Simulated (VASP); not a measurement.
TePb:

```xyz
2
Lattice="0.0000 3.4551 3.4551 3.4551 0.0000 3.4551 3.4551 3.4551 0.0000" Properties=species:S:1:pos:R:3 pbc="T T T"
Te    3.4551    3.4551    3.4551
Pb    0.0000    0.0000    0.0000
```

This cell differs from its parent crystal: strain +5.7%.

Base run:

```yaml
Program: VASP 6.6.1
Functional: r2SCAN
Potentials_or_basis: VASP PAW PBE potentials, release 64 (Te, Pb_d)
Cutoff: 520 eV
k_mesh: 8 × 8 × 8
Occupations: gaussian, width 0.01 eV
Spin: no spin polarisation
```

Its results: band gap on the k mesh 1.33 eV, direct; pressure -4.9 GPa.

Problem. The run is repeated on the same cell with these changes: functional from r2SCAN to PBE; occupations from gaussian, width 0.01 eV to fermi-dirac, width 0.02 eV. What comes out?

Solution. Band gap on the k mesh 1.03 eV, direct; pressure -4.2 GPa.

Caveats: spin-orbit coupling is left out, which moves the levels of the heavy elements; the PAW data sets were made with another functional, which shifts forces and pressure a little (some runs).

A k mesh can miss the band edges.
